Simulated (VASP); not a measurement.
# Ru (C2/c) in VASP: single point with r2SCAN

Aim: the single point of Ru with r2SCAN.

Everything below comes from runs of VASP 6.6.1. Logs are shortened: lines on timing, memory, paths and dates and some standing lists are left out, and cuts for length are marked.

**1. The cell of the first run**

The typed cell holds 2 atoms: a = 4.197 Å, b = 4.197 Å, c = 3.823 Å, α = 103.28°, β = 103.28°, γ = 142.26°.

**2. Single point, r2SCAN (14.50 Å³/atom)**

File POSCAR:

```
Ru
1.0
   -3.0136355433      2.6031731818      1.3259248747
    2.6031731818     -3.0136355433      1.3259248747
    2.2688763177      2.2688763177     -2.0776874415
Ru
2
Direct
    0.9803685611      0.0196314389      1.0000000000
    0.7696314389      0.2303685611      0.5000000000
```

File INCAR.step1:

```
  PREC = Accurate
  ENCUT = 520
  ISMEAR = -1
  SIGMA = 0.1
  LREAL = False
  LASPH = True
  NELM = 60
  NBANDS = 21
  GGA = PE
  ALGO = Normal
  EDIFF = 1E-4
  LWAVE = True
  LCHARG = False
```

File INCAR.step2:

```
  PREC = Accurate
  ENCUT = 520
  EDIFF = 1E-6
  ISMEAR = -1
  SIGMA = 0.1
  LREAL = False
  LASPH = True
  NELM = 60
  ALGO = Normal
  ISIF = 2
  LWAVE = False
  LCHARG = False
  METAGGA = R2SCAN
  LMIXTAU = True
  NBANDS = 21
  ISTART = 1
```

File KPOINTS:

```
regular mesh
0
Gamma
  19 19 13
```

Potentials or basis: VASP PAW PBE potentials, release 64 (Ru_pv).

The run is started by

```bash
$ cat potpaw_PBE.64/Ru_pv/POTCAR > POTCAR
$ cp INCAR.step1 INCAR
$ mpirun -np 1 vasp_std > vasp.out
$ cp INCAR.step2 INCAR
$ mpirun -np 1 vasp_std > vasp.out
```

OUTCAR:

```text
PREC = Accurate
   ENCUT = 520
   EDIFF = 1E-6
   ISMEAR = -1
   LREAL = False
   LASPH = True
   NELM = 60
   ISIF = 2
   METAGGA = R2SCAN
   ISTART = 1

 ion  position               nearest neighbor table
   1  0.980  0.020  0.000-   2 2.54   2 2.54   2 2.54   2 2.54   2 2.66   2 2.66
   2  0.770  0.230  0.500-   1 2.54   1 2.54   1 2.54   1 2.54   1 2.66   1 2.66

  Warning from LATTYP: Got some problem with cell dimensions!
  Tried to take original basis but could not verify dimensions!
  LATTYP: Found a base centered monoclinic cell.
 ALAT       =     2.7146391646
 B/A-ratio  =     2.9261226243
 C/A-ratio  =     0.9909898192
 COS(beta)  =    -0.0004143290

  Lattice vectors:

 A1 = (  -3.0136355433,   2.6031731818,   1.3259248747)
 A2 = (   2.6031731818,  -3.0136355433,   1.3259248747)
 A3 = (   1.8584139562,   1.8584139562,   0.5741623079)

Analysis of symmetry for initial positions (statically):
=====================================================================
 Subroutine PRICEL returns:
 Original cell was already a primitive cell.

 Routine SETGRP: Setting up the symmetry group for a
 base centered monoclinic supercell.

 Subroutine GETGRP returns: Found  4 space group operations
 (whereof  2 operations were pure point group operations)
 out of a pool of  4 trial point group operations.

The static configuration has the point symmetry C_2 .
 The point group associated with its full space group is C_2h.

Analysis of symmetry for dynamics (positions and initial velocities):
=====================================================================
 Subroutine PRICEL returns:
 Original cell was already a primitive cell.

 Routine SETGRP: Setting up the symmetry group for a
 base centered monoclinic supercell.

 Subroutine GETGRP returns: Found  4 space group operations
 (whereof  2 operations were pure point group operations)
 out of a pool of  4 trial point group operations.

The dynamic configuration has the point symmetry C_2 .
 The point group associated with its full space group is C_2h.

 Subroutine INISYM returns: Found  4 space group operations
 (whereof  2 operations are pure point group operations),
 and found     1 'primitive' translations

----------------------------------------------------------------------------------------

                                     Primitive cell

  volume of cell :      29.0047
[... 83 lines left out ...]
   ISPIN  =      1    spin polarized calculation?
   LNONCOLLINEAR =      F non collinear calculations
   LSORBIT =      F    spin-orbit coupling
   LASPH  =      T    aspherical Exc in radial PAW
   ENCUT  =  520.0 eV  38.22 Ry    6.18 a.u.   7.80  7.80  7.11*2*pi/ulx,y,z
   NELM   =     60;   NELMIN=  2; NELMDL=  0     # of ELM steps
   EDIFF  = 0.1E-05   stopping-criterion for ELM
   LREAL  =      F    real-space projection
   EDIFFG = 0.1E-04   stopping-criterion for IOM
   NSW    =      0    number of steps for IOM
   IBRION =     -1    ionic relax: 0-MD 1-quasi-New 2-CG
   NFREE  =      0    steps in history (QN), initial steepest desc. (CG)
   ISIF   =      2    stress and relaxation
   ISYM   =      2    0-nonsym 1-usesym 2-fastsym
   POTIM  = 0.5000    time-step for ionic-motion
   TEBEG  =    0.0;   TEEND  =   0.0 temperature during run
   PSTRESS=    0.0 pullay stress
   NELECT =      28.0000    total number of electrons
   NUPDOWN=      -1.0000    fix difference up-down
   EMIN   =  10.00;   EMAX   =-10.00  energy-range for DOS
   EFERMI =   0.00;   METHOD = LEGACY
   ISMEAR =    -1;   SIGMA  =   0.10  broadening in eV -4-tet -1-fermi 0-gaus
   EFERMI_NEDOS =   21; number of points for ismear=-14 and -15
   IALGO  =     38    algorithm
   IMIX   =      4    mixing-type and parameters
     AMIX     =   0.40;   BMIX     =  1.00
     AMIX_MAG =   1.60;   BMIX_MAG =  1.00
  volume/ion in A,a.u.               =      14.50        97.87
  Fermi-wavevector in a.u.,A,eV,Ry     =   1.617974  3.057527 35.617868  2.617839
  Thomas-Fermi vector in A             =   2.712312
   LORBIT       =      0    0 simple, 1 ext, 2 COOP (PROOUT), +10 PAW based schemes
   METAGGA = R2SCAN    functional components
   LHFCALC =     F    Hartree Fock is set to
   AEXX    =    0.0000 exact exchange contribution
   IVDW    =     0    specifies the selected vdW correction
   LEPSILON=     F    determine dielectric tensor
   LRPA    =     F    only Hartree local field effects (RPA)
 non-spin polarized calculation
  energy-cutoff  :      520.00
  volume of cell :       29.00
 maximum number of plane-waves:       794
   NGX = 15   NGY = 15   NGZ = 15

 number of electron      28.0000005 magnetization

 Free energy of the ion-electron system (eV)
  ---------------------------------------------------
  ext. energy  EPLUGINS =         0.00000000
  ---------------------------------------------------
  free energy    TOTEN  =       -50.22406118 eV

  energy without entropy =      -50.17609147  energy(sigma->0) =      -50.20007633

 E-fermi :  11.6186     XC(G=0): -14.7731

 val. band max:       11.6176593539   @ k =   0.3158   0.0526  -0.0000
 cond. band min:      11.6189344647   @ k =  -0.2105   0.2632   0.1538
 fundamental gap:      0.0012751108
 Fermi energy:        11.6186353281

 k-point     1 :       0.0000    0.0000    0.0000
  band No.  band energies     occupation
      1     -33.3628      2.00000
      2     -32.6928      2.00000
      3     -32.5710      2.00000
      4     -32.2125      2.00000
      5     -32.1814      2.00000
      6     -32.1702      2.00000
[... 565 lines left out ...]
     20      20.1811      0.00000
     21      23.9771      0.00000

 [... further k-points ...]

------------------------ aborting loop because EDIFF is reached ----------------------------------------

  FORCE on cell =-STRESS in cart. coord.  units (eV):
  Direction    XX          YY          ZZ          XY          YZ          ZX
  --------------------------------------------------------------------------------------
  -------------------------------------------------------------------------------------
  Total        0.2674208      0.2674208      0.2013352      0.0067035      0.0186325      0.0186325
  in kB       14.7719477     14.7719477     11.1214733      0.3702901      1.0292356      1.0292353
  external PRESSURE =      13.5551229 kB  Pullay stress =       0.0000000 kB

 VOLUME and BASIS-vectors are now :
 -----------------------------------------------------------------------------
  energy-cutoff  :      520.00
  volume of cell :       29.00
      direct lattice vectors                 reciprocal lattice vectors
    -3.013635543  2.603173182  1.325924875     0.112155475  0.290192515  0.439372067
     2.603173182 -3.013635543  1.325924875     0.290192515  0.112155475  0.439372067
     2.268876318  2.268876318 -2.077687442     0.256767788  0.256767788  0.079486790

 POSITION                                       TOTAL-FORCE (eV/Angst)
 -----------------------------------------------------------------------------------
     -2.90337      2.49291      1.32592        -0.052796      0.052796     -0.000000
     -0.58526      2.44368      0.28708         0.052796     -0.052796      0.000000
 -----------------------------------------------------------------------------------
    total drift:                               -0.000000     -0.000000      0.000000

  FREE ENERGIE OF THE ION-ELECTRON SYSTEM (eV)
  ---------------------------------------------------
  free  energy   TOTEN  =       -50.2240611815 eV

  energy  without entropy=      -50.1760914685  energy(sigma->0) =      -50.20007633
```

OSZICAR.step1:

```text
N       E                     dE             d eps       ncg     rms          rms(c)
DAV:   1     0.283689973103E+03    0.28369E+03   -0.16733E+04 52088   0.145E+03
DAV:   2    -0.133773275597E+02   -0.29707E+03   -0.28809E+03 53425   0.439E+02
DAV:   3    -0.189768356059E+02   -0.55995E+01   -0.55655E+01 62155   0.678E+01
DAV:   4    -0.190206795770E+02   -0.43844E-01   -0.43787E-01 63011   0.582E+00
DAV:   5    -0.190213558400E+02   -0.67626E-03   -0.67116E-03 60990   0.633E-01    0.169E+01
DAV:   6    -0.179178925544E+02    0.11035E+01   -0.25797E+00 60005   0.155E+01    0.494E+00
DAV:   7    -0.178475149898E+02    0.70378E-01   -0.39489E-01 59760   0.465E+00    0.111E+00
DAV:   8    -0.178402462262E+02    0.72688E-02   -0.20190E-02 58161   0.136E+00    0.215E-01
DAV:   9    -0.178401631745E+02    0.83052E-04   -0.49421E-04 60294   0.208E-01
   1 F= -.17840163E+02 E0= -.17814652E+02  d E =-.510226E-01
```

Wall time 78 min (1 thread of Oxide Virtual Turin-like, shared host); peak memory 0.63 GiB.

What came out:

```yaml
Free_energy: -50.2241 eV
Pressure: 1.4 GPa
Largest_force: 0.075 eV/Å
Band_gap_on_the_k_mesh: zero (bands 14 and 15 overlap by 2.75 eV)
```

Forces on the atoms (eV/Å):
```
Ru  -0.053  0.053  0.000
Ru   0.053 -0.053  0.000
```

Levels at points of the mesh, in eV from the Fermi level:
| k point | band 12 | band 13 | band 14 | band 15 | band 16 | band 17 |
| --- | --- | --- | --- | --- | --- | --- |
| (0.00, 0.00, 0.00) | -1.65 | -1.13 | -0.14 | 0.15 | 1.34 | 2.31 |

Caveat: the PAW data sets were made with another functional, which shifts forces and pressure a little.
